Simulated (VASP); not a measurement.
# Ir (I4/mmm) in VASP: further runs

Ir is run at these levels: PBE; tasks: single point.

All numbers are computed with VASP 6.6.1; they aren't measurements. Logs are shortened: lines on timing, memory, paths and dates and some standing lists are left out, and cuts for length are marked.

### Step 1. The cell of the first run

The structure is tetragonal, space group I4/mmm (No. 139). The conventional cell has a = 2.704 Å, b = 2.704 Å, c = 4.027 Å, α = 90.00°, β = 90.00°, γ = 90.00°. Ir (site symmetry 4/mmm) has 12 Ir at 2.70 to 2.78 Å within 3.6 Å.

### Step 2. Single point, PBE (14.73 Å³/atom)

INCAR

```
SYSTEM = Ir
PREC = Accurate
ENCUT = 520
EDIFF = 1E-6
ISMEAR = 0
SIGMA = 0.15
LREAL = .FALSE.
LASPH = .TRUE.
NELM = 80
ALGO = Normal
ISIF = 2
LWAVE = .FALSE.
LCHARG = .FALSE.
GGA = PE
NBANDS = 10
```

KPOINTS

```
regular mesh
0
G
  22 22 22
  0 0 0
```

POSCAR

```
Ir
1.0
    0.0000000000      1.9123599570      2.0133325627
    1.9123599570      0.0000000000      2.0133325627
    1.9123599570      1.9123599570      0.0000000000
Ir
1
Direct
    0.0000000000      0.0000000000      0.0000000000
```

Potentials or basis: VASP PAW PBE potentials, release 64 (Ir).

Command:

```
$ cat potpaw_PBE.64/Ir/POTCAR > POTCAR
$ mpirun -np 1 vasp_std > vasp.out
```

OUTCAR:

```text
SYSTEM = Ir
   PREC = Accurate
   ENCUT = 520
   EDIFF = 1E-6
   ISMEAR = 0
   LREAL = .FALSE.
   LASPH = .TRUE.
   NELM = 80
   ISIF = 2
   GGA = PE

 ion  position               nearest neighbor table
   1  0.000  0.000  0.000-

  LATTYP: Found a body centered tetragonal cell.
 ALAT       =     2.7044853873
 C/A-ratio  =     1.4888840384

  Lattice vectors:

 A1 = (  -1.9123599570,   0.0000000000,   2.0133325627)
 A2 = (   1.9123599570,   0.0000000000,   2.0133325627)
 A3 = (   0.0000000000,   1.9123599570,  -2.0133325627)

Analysis of symmetry for initial positions (statically):
=====================================================================
 Subroutine PRICEL returns:
 Original cell was already a primitive cell.

 Routine SETGRP: Setting up the symmetry group for a
 body centered tetragonal supercell.

 Subroutine GETGRP returns: Found 16 space group operations
 (whereof 16 operations were pure point group operations)
 out of a pool of 16 trial point group operations.

The static configuration has the point symmetry D_4h.

Analysis of symmetry for dynamics (positions and initial velocities):
=====================================================================
 Subroutine PRICEL returns:
 Original cell was already a primitive cell.

 Routine SETGRP: Setting up the symmetry group for a
 body centered tetragonal supercell.

 Subroutine GETGRP returns: Found 16 space group operations
 (whereof 16 operations were pure point group operations)
 out of a pool of 16 trial point group operations.

The dynamic configuration has the point symmetry D_4h.

 Subroutine INISYM returns: Found 16 space group operations
 (whereof 16 operations are pure point group operations),
 and found     1 'primitive' translations

----------------------------------------------------------------------------------------

                                     Primitive cell

  volume of cell :      14.7260

  direct lattice vectors                    reciprocal lattice vectors
     0.000000000  1.912359957  2.013332563    -0.261457054  0.261457054  0.248344466
     1.912359957  0.000000000  2.013332563     0.261457054 -0.261457054  0.248344466
     1.912359957  1.912359957  0.000000000     0.261457054  0.261457054 -0.248344466

  length of vectors
     2.776801868  2.776801868  2.704485387     0.445415037  0.445415037  0.445415037

[... 82 lines left out ...]
   IBRION =     -1    ionic relax: 0-MD 1-quasi-New 2-CG
   NFREE  =      0    steps in history (QN), initial steepest desc. (CG)
   ISIF   =      2    stress and relaxation
   ISYM   =      2    0-nonsym 1-usesym 2-fastsym
   POTIM  = 0.5000    time-step for ionic-motion
   TEBEG  =    0.0;   TEEND  =   0.0 temperature during run
   PSTRESS=    0.0 pullay stress
   NELECT =       9.0000    total number of electrons
   NUPDOWN=      -1.0000    fix difference up-down
   EMIN   =  10.00;   EMAX   =-10.00  energy-range for DOS
   EFERMI =   0.00;   METHOD = LEGACY
   ISMEAR =     0;   SIGMA  =   0.15  broadening in eV -4-tet -1-fermi 0-gaus
   EFERMI_NEDOS =   21; number of points for ismear=-14 and -15
   IALGO  =     38    algorithm
   IMIX   =      4    mixing-type and parameters
     AMIX     =   0.40;   BMIX     =  1.00
     AMIX_MAG =   1.60;   BMIX_MAG =  1.00
  volume/ion in A,a.u.               =      14.73        99.38
  Fermi-wavevector in a.u.,A,eV,Ry     =   1.389294  2.625384 26.261108  1.930137
  Thomas-Fermi vector in A             =   2.513338
   LORBIT       =      0    0 simple, 1 ext, 2 COOP (PROOUT), +10 PAW based schemes
   GGA     = PE    functional components
   LHFCALC =     F    Hartree Fock is set to
   AEXX    =    0.0000 exact exchange contribution
   IVDW    =     0    specifies the selected vdW correction
   LEPSILON=     F    determine dielectric tensor
   LRPA    =     F    only Hartree local field effects (RPA)
 non-spin polarized calculation
 Gauss-broadening in eV      SIGMA  =   0.15
  energy-cutoff  :      520.00
  volume of cell :       14.73
 maximum number of plane-waves:       411
 NGX is ok and might be reduce to    24
   NGX = 11   NGY = 11   NGZ =  9

 number of electron       9.0000000 magnetization

 Free energy of the ion-electron system (eV)
  ---------------------------------------------------
  ext. energy  EPLUGINS =         0.00000000
  ---------------------------------------------------
  free energy    TOTEN  =        -8.82231072 eV

  energy without entropy =       -8.80960143  energy(sigma->0) =       -8.81595608

 E-fermi :   9.6905     XC(G=0): -13.7491

 val. band max:        9.6857557360   @ k =   0.3636   0.3182   0.0000
 cond. band min:       9.6958344223   @ k =   0.3182   0.0909   0.1818
 fundamental gap:      0.0100786863
 Fermi energy:         9.6904804714

 k-point     1 :       0.0000    0.0000    0.0000
  band No.  band energies     occupation
      1      -0.9676      2.00000
      2       5.6466      2.00000
      3       6.3076      2.00000
      4       6.3076      2.00000
      5       8.1415      2.00000
      6       9.0079      2.00000
      7      24.1670      0.00000
      8      28.4946      0.00000
      9      29.9852      0.00000
     10      29.9852      0.00000
[... 287 lines left out ...]
 k-point    24 :      -0.4545    0.0455    0.0000
  band No.  band energies     occupation
      1       2.1180      2.00000
      2       5.6188      2.00000
      3       6.3766      2.00000
      4       8.5646      2.00000
      5      10.2822      0.00000
      6      11.1502      0.00000
      7      16.7637      0.00000
      8      23.7452      0.00000
      9      28.5586      0.00000
     10      29.8344      0.00000

 [... further k-points ...]

------------------------ aborting loop because EDIFF is reached ----------------------------------------

  FORCE on cell =-STRESS in cart. coord.  units (eV):
  Direction    XX          YY          ZZ          XY          YZ          ZX
  --------------------------------------------------------------------------------------
  -------------------------------------------------------------------------------------
  Total        0.1632801      0.1632801     -1.4463755      0.0000000     -0.0000000      0.0000000
  in kB       17.7647483     17.7647483   -157.3645258      0.0000000     -0.0000000      0.0000000
  external PRESSURE =     -40.6116764 kB  Pullay stress =       0.0000000 kB

 VOLUME and BASIS-vectors are now :
 -----------------------------------------------------------------------------
  energy-cutoff  :      520.00
  volume of cell :       14.73
      direct lattice vectors                 reciprocal lattice vectors
     0.000000000  1.912359957  2.013332563    -0.261457054  0.261457054  0.248344466
     1.912359957  0.000000000  2.013332563     0.261457054 -0.261457054  0.248344466
     1.912359957  1.912359957  0.000000000     0.261457054  0.261457054 -0.248344466

 POSITION                                       TOTAL-FORCE (eV/Angst)
 -----------------------------------------------------------------------------------
      0.00000      0.00000      0.00000         0.000000     -0.000000      0.000000
 -----------------------------------------------------------------------------------
    total drift:                                0.000000      0.000000     -0.000000

  FREE ENERGIE OF THE ION-ELECTRON SYSTEM (eV)
  ---------------------------------------------------
  free  energy   TOTEN  =        -8.8223107248 eV

  energy  without entropy=       -8.8096014261  energy(sigma->0) =       -8.81595608
```

It took 34 s on 1 thread of Intel Xeon 6975P-C (Granite Rapids), shared host; peak memory 0.24 GiB.

What came out:

```yaml
Free_energy: -8.8223 eV
Pressure: -4.1 GPa
Band_gap_on_the_k_mesh: zero (an odd number of electrons rules out a gap without spin polarisation)
```

Caveat: the stress differs along the axes, from -16 to 2 GPa; spin-orbit coupling is left out, which moves the levels of the heavy elements.

### Step 3. Single point, PBE (15.42 Å³/atom)

This run uses another cell than the first one, of 15.42 Å³/atom.

INCAR

```
PREC     = Accurate       # precision mode
ENCUT    = 520            # plane-wave cutoff, eV
EDIFF    = 1E-7           # SCF threshold, eV
ISMEAR   = 0              # smearing method
SIGMA    = 0.15           # smearing width, eV
LREAL    = F              # projectors in reciprocal space
LASPH    = T              # aspherical terms in the spheres
NELM     = 60             # most SCF steps
ALGO     = Normal         # electronic algorithm
ISIF     = 2              # what is computed and relaxed
LWAVE    = F              # write WAVECAR
LCHARG   = F              # write CHGCAR
GGA      = PE             # functional
NBANDS   = 10             # bands
```

KPOINTS

```
regular mesh
0
Gamma
  22 22 22
```

POSCAR

```
Ir
1.0
    0.0000000000      1.9420255631      2.0445645129
    1.9420255631      0.0000000000      2.0445645129
    1.9420255631      1.9420255631      0.0000000000
Ir
1
Direct
    0.0000000000      0.0000000000      0.0000000000
```

Potentials or basis: VASP PAW PBE potentials, release 64 (Ir).

Command:

```
$ cat potpaw_PBE.64/Ir/POTCAR > POTCAR
$ mpirun -np 1 vasp_std > vasp.out
```

Run time: 1.8 min. Hardware: 1 thread of Intel Xeon 8259CL, shared host; peak memory 0.26 GiB.

The run converged. Its results:

```
Free energy            : -8.7746 eV
Pressure               : -17.4 GPa
Band gap on the k mesh : zero (an odd number of electrons rules out a gap without spin polarisation)
```

Stress tensor (GPa, compression positive):
```
-12.31   0.00   0.00
  0.00 -12.31   0.00
  0.00   0.00 -27.51
```

Levels at points of the mesh, in eV from the Fermi level:
```
           k point  band 1  band 2  band 3  band 4  band 5  band 6  band 7  band 8  band 9
(0.00, 0.00, 0.00)  -10.18   -3.77   -3.15   -3.15   -1.45   -0.64   14.54   18.68   20.05
(0.50, 0.00, 0.00)   -7.19   -3.75   -3.13   -0.48    0.63    0.93    6.49   13.95   18.70
(0.50, 0.50, 0.00)   -6.99   -6.39    0.81    1.12    1.24    1.24    8.56   11.96   11.96
(0.50, 0.00, 0.50)   -6.90   -6.40    0.69    0.98    1.60    2.11    9.87   10.85   11.27
```

Caveat: the stress differs along the axes, from -28 to -12 GPa; spin-orbit coupling is left out, which moves the levels of the heavy elements.
